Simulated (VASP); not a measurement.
# Be (P6_3/mmc) in VASP: further runs

The runs below take Be through relaxation of shape and atoms at fixed volume, with PBE.

Program: VASP 6.6.1. These are calculated values, not measurements. Logs are shortened: lines on timing, memory, paths and dates and some standing lists are left out, and cuts for length are marked.

## (1) The cell of the first run

It takes space group P6_3/mmc (No. 194, hexagonal). Conventional cell: a = 2.285 Å, b = 2.285 Å, c = 3.602 Å, α = 90.00°, β = 90.00°, γ = 120.00°. Be (site symmetry -6m2) has 12 Be at 2.23 to 2.29 Å within 3.0 Å.

## (2) Relaxation of shape and atoms at fixed volume, PBE (8.14 Å³/atom)

The input, INCAR:

```
SYSTEM = Be
  ALGO = Fast
  EDIFF = 1E-6
  EDIFFG = -0.01
  ENCUT = 600
  GGA = PE
  IBRION = 2
  ISIF = 4
  ISMEAR = 0
  LASPH = .TRUE.
  LCHARG = .FALSE.
  LREAL = .FALSE.
  LWAVE = .FALSE.
  NELM = 60
  NSW = 50
  PREC = Accurate
  SIGMA = 0.1
```

The input, KPOINTS:

```
k-points
0
G
  21 21 12
  0 0 0
```

The input, POSCAR:

```
Be
1.0
    2.2851025663      0.0000000000      0.0000000000
   -1.1425512832      1.9789568727      0.0000000000
    0.0000000000      0.0000000000      3.6020548641
Be
2
Direct
    0.3333333333      0.6666666667      0.2500000000
    0.6666666667      0.3333333333      0.7500000000
```

Potentials or basis: VASP PAW PBE potentials, release 64 (Be).

Run with:

```bash
$ cat potpaw_PBE.64/Be/POTCAR > POTCAR
$ mpirun -np 1 vasp_std > vasp.out
```

OUTCAR:

```text
SYSTEM = Be
   EDIFF = 1E-6
   EDIFFG = -0.01
   ENCUT = 600
   GGA = PE
   IBRION = 2
   ISIF = 4
   ISMEAR = 0
   LASPH = .TRUE.
   LREAL = .FALSE.
   NELM = 60
   NSW = 50
   PREC = Accurate

 ion  position               nearest neighbor table
   1  0.333  0.667  0.250-   2 2.23   2 2.23   2 2.23   2 2.23   2 2.23   2 2.23
   2  0.667  0.333  0.750-   1 2.23   1 2.23   1 2.23   1 2.23   1 2.23   1 2.23

  LATTYP: Found a hexagonal cell.
 ALAT       =     2.2851025663
 C/A-ratio  =     1.5763208695

  Lattice vectors:

 A1 = (   2.2851025663,   0.0000000000,   0.0000000000)
 A2 = (  -1.1425512832,   1.9789568727,   0.0000000000)
 A3 = (   0.0000000000,   0.0000000000,   3.6020548641)

Analysis of symmetry for initial positions (statically):
=====================================================================
 Subroutine PRICEL returns:
 Original cell was already a primitive cell.

 Routine SETGRP: Setting up the symmetry group for a
 hexagonal supercell.

 Subroutine GETGRP returns: Found 24 space group operations
 (whereof 12 operations were pure point group operations)
 out of a pool of 24 trial point group operations.

The static configuration has the point symmetry D_3d.
 The point group associated with its full space group is D_6h.

Analysis of symmetry for dynamics (positions and initial velocities):
=====================================================================
 Subroutine PRICEL returns:
 Original cell was already a primitive cell.

 Routine SETGRP: Setting up the symmetry group for a
 hexagonal supercell.

 Subroutine GETGRP returns: Found 24 space group operations
 (whereof 12 operations were pure point group operations)
 out of a pool of 24 trial point group operations.

The dynamic configuration has the point symmetry D_3d.
 The point group associated with its full space group is D_6h.

 Subroutine INISYM returns: Found 24 space group operations
 (whereof 12 operations are pure point group operations),
 and found     1 'primitive' translations

----------------------------------------------------------------------------------------

                                     Primitive cell

  volume of cell :      16.2889

  direct lattice vectors                    reciprocal lattice vectors
     2.285102566  0.000000000  0.000000000     0.437617118  0.252658361  0.000000000
    -1.142551283  1.978956873  0.000000000     0.000000000  0.505316722  0.000000000
     0.000000000  0.000000000  3.602054864     0.000000000  0.000000000  0.277619314

  length of vectors
     2.285102566  2.285102566  3.602054864     0.505316722  0.505316722  0.277619314

  position of ions in fractional coordinates (direct lattice)
     0.333333333  0.666666667  0.250000000
     0.666666667  0.333333333  0.750000000

  ion indices of the primitive-cell ions
   primitive index   ion index
                 1           1
                 2           2

----------------------------------------------------------------------------------------

 KPOINTS: k-points

Automatic generation of k-mesh.
 Grid dimensions read from file:
 generate k-points for:   21   21   12

 Generating k-lattice:

  Cartesian coordinates                     Fractional coordinates (reciprocal lattice)
     0.020838910  0.012031351  0.000000000     0.047619048 -0.000000000  0.000000000
     0.000000000  0.024062701  0.000000000     0.000000000  0.047619048  0.000000000
     0.000000000  0.000000000  0.023134943     0.000000000  0.000000000  0.083333333
[... 57 lines left out ...]
   EDIFF  = 0.1E-05   stopping-criterion for ELM
   LREAL  =      F    real-space projection
   EDIFFG = -.1E-01   stopping-criterion for IOM
   NSW    =     50    number of steps for IOM
   IBRION =      2    ionic relax: 0-MD 1-quasi-New 2-CG
   NFREE  =      1    steps in history (QN), initial steepest desc. (CG)
   ISIF   =      4    stress and relaxation
   ISYM   =      2    0-nonsym 1-usesym 2-fastsym
   POTIM  = 0.5000    time-step for ionic-motion
   TEBEG  =    0.0;   TEEND  =   0.0 temperature during run
   PSTRESS=    0.0 pullay stress
   NELECT =       4.0000    total number of electrons
   NUPDOWN=      -1.0000    fix difference up-down
   EMIN   =  10.00;   EMAX   =-10.00  energy-range for DOS
   EFERMI =   0.00;   METHOD = LEGACY
   ISMEAR =     0;   SIGMA  =   0.10  broadening in eV -4-tet -1-fermi 0-gaus
   EFERMI_NEDOS =   21; number of points for ismear=-14 and -15
   IALGO  =     68    algorithm
   IMIX   =      4    mixing-type and parameters
     AMIX     =   0.40;   BMIX     =  1.00
     AMIX_MAG =   1.60;   BMIX_MAG =  1.00
  volume/ion in A,a.u.               =       8.14        54.96
  Fermi-wavevector in a.u.,A,eV,Ry     =   1.025174  1.937297 14.299461  1.050981
  Thomas-Fermi vector in A             =   2.159000
   LORBIT       =      0    0 simple, 1 ext, 2 COOP (PROOUT), +10 PAW based schemes
   GGA     = PE    functional components
   LHFCALC =     F    Hartree Fock is set to
   AEXX    =    0.0000 exact exchange contribution
   IVDW    =     0    specifies the selected vdW correction
   LEPSILON=     F    determine dielectric tensor
   LRPA    =     F    only Hartree local field effects (RPA)
 conjugate gradient relaxation of ions
 non-spin polarized calculation
 RMM-DIIS sequential band-by-band and
 Gauss-broadening in eV      SIGMA  =   0.10
  energy-cutoff  :      600.00
  volume of cell :       16.29
 maximum number of plane-waves:       558
   NGX =  9   NGY =  9   NGZ = 15

--------------------------------------- Ionic step        1  -------------------------------------------

 number of electron       4.0000000 magnetization

 Free energy of the ion-electron system (eV)
  ---------------------------------------------------
  ext. energy  EPLUGINS =         0.00000000
  ---------------------------------------------------
  free energy    TOTEN  =        -7.52572938 eV

  energy without entropy =       -7.52414591  energy(sigma->0) =       -7.52493764

------------------------ aborting loop because EDIFF is reached ----------------------------------------

  FORCE on cell =-STRESS in cart. coord.  units (eV):
  Direction    XX          YY          ZZ          XY          YZ          ZX
  --------------------------------------------------------------------------------------
  -------------------------------------------------------------------------------------
  Total       -0.3240117     -0.3240117     -0.3683696      0.0000000      0.0000000      0.0000000
  in kB      -31.8697745    -31.8697745    -36.2328111      0.0000000      0.0000000      0.0000000
  external PRESSURE =     -33.3241200 kB  Pullay stress =       0.0000000 kB

 VOLUME and BASIS-vectors are now :
 -----------------------------------------------------------------------------
  energy-cutoff  :      600.00
  volume of cell :       16.29
      direct lattice vectors                 reciprocal lattice vectors
     2.285102566  0.000000000  0.000000000     0.437617118  0.252658361  0.000000000
    -1.142551283  1.978956873  0.000000000     0.000000000  0.505316722  0.000000000
     0.000000000  0.000000000  3.602054864     0.000000000  0.000000000  0.277619314

 POSITION                                       TOTAL-FORCE (eV/Angst)
 -----------------------------------------------------------------------------------
     -0.00000      1.31930      0.90051        -0.000000      0.000000      0.000000
      1.14255      0.65965      2.70154         0.000000     -0.000000      0.000000
 -----------------------------------------------------------------------------------
    total drift:                                0.000000     -0.000000      0.000000

  FREE ENERGIE OF THE ION-ELECTRON SYSTEM (eV)
  ---------------------------------------------------
  free  energy   TOTEN  =        -7.5257293783 eV

  energy  without entropy=       -7.5241459071  energy(sigma->0) =       -7.52493764

--------------------------------------- Ionic step        2  -------------------------------------------

 number of electron       4.0000000 magnetization

 Free energy of the ion-electron system (eV)
  ---------------------------------------------------
  ext. energy  EPLUGINS =         0.00000000
  ---------------------------------------------------
  free energy    TOTEN  =        -7.52574842 eV

  energy without entropy =       -7.52415343  energy(sigma->0) =       -7.52495092

 E-fermi :   6.8252     XC(G=0): -10.5084

 val. band max:        6.7890114478   @ k =   0.2857   0.2381   0.0833
 cond. band min:       6.8282280739   @ k =   0.3333   0.2857   0.0833
 fundamental gap:      0.0392166261
 Fermi energy:         6.8251860997

 k-point     1 :       0.0000    0.0000    0.0000
  band No.  band energies     occupation
      1      -4.4040      2.00000
      2       2.4483      2.00000
      3       7.7974      0.00000
      4      22.4104      0.00000
      5      22.4104      0.00000
      6      25.1982      0.00000
[... 199 lines left out ...]
 k-point    24 :       0.1905    0.0952    0.0000
  band No.  band energies     occupation
      1      -2.5944      2.00000
      2       4.7789      2.00000
      3       8.1524      0.00000
      4      14.7966      0.00000
      5      17.0113      0.00000
      6      22.7145      0.00000

 [... further k-points ...]

------------------------ aborting loop because EDIFF is reached ----------------------------------------

  FORCE on cell =-STRESS in cart. coord.  units (eV):
  Direction    XX          YY          ZZ          XY          YZ          ZX
  --------------------------------------------------------------------------------------
  -------------------------------------------------------------------------------------
  Total       -0.3343400     -0.3343400     -0.3437116      0.0000000     -0.0000000      0.0000000
  in kB      -32.8856653    -32.8856653    -33.8074518      0.0000000     -0.0000000      0.0000000
  external PRESSURE =     -33.1929275 kB  Pullay stress =       0.0000000 kB

 VOLUME and BASIS-vectors are now :
 -----------------------------------------------------------------------------
  energy-cutoff  :      600.00
  volume of cell :       16.29
      direct lattice vectors                 reciprocal lattice vectors
     2.285917855  0.000000000  0.000000000     0.437461039  0.252568249 -0.000000000
    -1.142958927  1.979662933  0.000000000    -0.000000000  0.505136497 -0.000000000
     0.000000000  0.000000000  3.599485927     0.000000000  0.000000000  0.277817450

 POSITION                                       TOTAL-FORCE (eV/Angst)
 -----------------------------------------------------------------------------------
     -0.00000      1.31978      0.89987         0.000000     -0.000000      0.000000
      1.14296      0.65989      2.69961        -0.000000      0.000000      0.000000
 -----------------------------------------------------------------------------------
    total drift:                                0.000000     -0.000000      0.000000

  FREE ENERGIE OF THE ION-ELECTRON SYSTEM (eV)
  ---------------------------------------------------
  free  energy   TOTEN  =        -7.5257484163 eV

  energy  without entropy=       -7.5241534269  energy(sigma->0) =       -7.52495092

 reached required accuracy - stopping structural energy minimisation
```

Wall time 52 s (1 thread of Oxide Virtual Turin-like, shared host); peak memory 0.11 GiB.

Results:

- Free energy: -7.5257 eV
- Energy gained by relaxing: 0.0 meV/atom
- Ionic steps: 2
- Pressure after relaxing: -3.3 GPa
- Band gap on the k mesh: zero (bands 2 and 3 overlap by 2.06 eV)

Stress tensor (GPa, compression positive):
```
-3.29  0.00  0.00
 0.00 -3.29  0.00
 0.00  0.00 -3.38
```

Final structure:
```cif
data_structure
_symmetry_space_group_name_H-M 'P 1'
_symmetry_Int_Tables_number 1
_cell_length_a 2.2859
_cell_length_b 2.2859
_cell_length_c 3.5995
_cell_angle_alpha 90.000
_cell_angle_beta 90.000
_cell_angle_gamma 120.000
_cell_volume 16.29
loop_
_atom_site_label
_atom_site_type_symbol
_atom_site_fract_x
_atom_site_fract_y
_atom_site_fract_z
_atom_site_occupancy
Be1 Be 0.33333 0.66667 0.25000 1
Be2 Be 0.66667 0.33333 0.75000 1
```

## (3) Relaxation of shape and atoms at fixed volume, PBE (8.38 Å³/atom)

This run uses another cell than the first one, of 8.38 Å³/atom.

The input, INCAR:

```
  ALGO = Normal
  EDIFF = 1E-7
  EDIFFG = -0.01
  ENCUT = 600
  GGA = PE
  IBRION = 2
  ISIF = 4
  ISMEAR = 0
  LASPH = True
  LCHARG = False
  LREAL = False
  LWAVE = False
  NELM = 60
  NSW = 50
  PREC = Accurate
  SIGMA = 0.1
```

The input, KPOINTS:

```
k-points
0
Gamma
  21 21 12
```

The input, POSCAR:

```
Be
1.0
    2.3081182681      0.0000000000      0.0000000000
   -1.1540591341      1.9988890551      0.0000000000
    0.0000000000      0.0000000000      3.6334086303
Be
2
Direct
    0.3333333333      0.6666666667      0.2500000000
    0.6666666667      0.3333333333      0.7500000000
```

Potentials or basis: VASP PAW PBE potentials, release 64 (Be).

Run with:

```bash
$ cat potpaw_PBE.64/Be/POTCAR > POTCAR
$ mpirun -np 1 vasp_std > vasp.out
```

It took 47 s on 1 thread of Oxide Virtual Turin-like, shared host; peak memory 0.12 GiB.

The run converged. Its results:

| Quantity | Value |
| --- | --- |
| Free energy | -7.5113 eV |
| Energy gained by relaxing | 0.0 meV/atom |
| Ionic steps | 2 |
| Pressure after relaxing | -6.4 GPa |
| Band gap on the k mesh | zero (bands 2 and 3 overlap by 2.03 eV) |

Stress tensor (GPa, compression positive):
```
-6.33  0.00  0.00
 0.00 -6.33  0.00
 0.00  0.00 -6.44
```

Final structure:
```
Be
1.0
     2.30901    0.00000    0.00000
    -1.15450    1.99966    0.00000
     0.00000    0.00000    3.63062
Be
2
Direct
  0.33333 0.66667 0.25000
  0.66667 0.33333 0.75000
```

Levels at points of the mesh, in eV from the Fermi level:
| k point | band 1 | band 2 | band 3 | band 4 | band 5 |
| --- | --- | --- | --- | --- | --- |
| (0.00, 0.00, 0.00) | -11.07 | -4.26 | 0.91 | 15.21 | 15.21 |
| (0.00, 0.00, 0.50) | -8.95 | -8.95 | 10.24 | 10.24 | 16.78 |

## (4) Relaxation of shape and atoms at fixed volume, PBE (8.70 Å³/atom)

This run uses another cell than the first one, of 8.70 Å³/atom.

The input, INCAR:

```
SYSTEM = Be
PREC = Accurate
ENCUT = 600
EDIFF = 1E-6
ISMEAR = 0
SIGMA = 0.1
LREAL = .False.
LASPH = .True.
NELM = 60
ALGO = Normal
ISIF = 4
LWAVE = .False.
LCHARG = .False.
GGA = PE
IBRION = 2
NSW = 50
EDIFFG = -0.01
```

The input, KPOINTS:

```
Automatic mesh
0
Gamma
  21 21 12
  0 0 0
```

The input, POSCAR:

```
Be
1.0
    2.3379888218      0.0000000000      0.0000000000
   -1.1689944109      2.0247577134      0.0000000000
    0.0000000000      0.0000000000      3.6747882508
Be
2
Direct
    0.3333333333      0.6666666667      0.2500000000
    0.6666666667      0.3333333333      0.7500000000
```

Run with:

```bash
$ cat potpaw_PBE.64/Be/POTCAR > POTCAR
$ mpirun -np 1 vasp_std > vasp.out
```

It took 48 s on 1 thread of Oxide Virtual Turin-like, shared host; peak memory 0.12 GiB.

Results (log left out):

| Property | Result |
| --- | --- |
| Free energy | -7.4790 eV |
| Energy gained by relaxing | 0.0 meV/atom |
| Ionic steps | 2 |
| Pressure after relaxing | -9.9 GPa |
| Band gap on the k mesh | zero (bands 2 and 3 overlap by 1.99 eV) |

Stress tensor (GPa, compression positive):
```
-9.81  0.00  0.00
 0.00 -9.81  0.00
 0.00  0.00 -9.99
```

Final structure:
```yaml
crystal:
  lattice:
    - [2.33918, 0.00000, 0.00000]
    - [-1.16959, 2.02579, 0.00000]
    - [0.00000, 0.00000, 3.67104]
  atoms:
    - { symbol: Be, position: [0.33333, 0.66667, 0.25000] }
    - { symbol: Be, position: [0.66667, 0.33333, 0.75000] }
```

Levels at points of the mesh, in eV from the Fermi level:
```
           k point  band 1  band 2  band 3  band 4  band 5  band 6
(0.00, 0.00, 0.00)  -10.87   -4.12    0.83   14.73   14.73   17.41
(0.00, 0.00, 0.50)   -8.77   -8.77   10.00   10.00   16.26   16.26
```

## (5) Overview

| cell | gap on the mesh (eV) | pressure (GPa) |
| --- | --- | --- |
| relaxed from a = 2.285, b = 2.285, c = 3.602 Å, angles 90.0, 90.0, 120.0°, 2 atoms | none | -3.3 |
| relaxed from a = 2.308, b = 2.308, c = 3.633 Å, angles 90.0, 90.0, 120.0°, 2 atoms | none | -6.4 |
| relaxed from a = 2.338, b = 2.338, c = 3.675 Å, angles 90.0, 90.0, 120.0°, 2 atoms | none | -9.9 |

Alike in all rows: task relaxation of shape and atoms at fixed volume; level PBE; potentials or basis VASP PAW PBE potentials, release 64 (Be); no spin polarisation; k mesh 21 × 21 × 12; cutoff (eV) 600; smearing gaussian 0.1 eV.

Total energies depend on the potentials used, so only differences within one code and one set of settings carry meaning.

The gap in the log of VASP goes by the Fermi energy; the results here count the filled bands.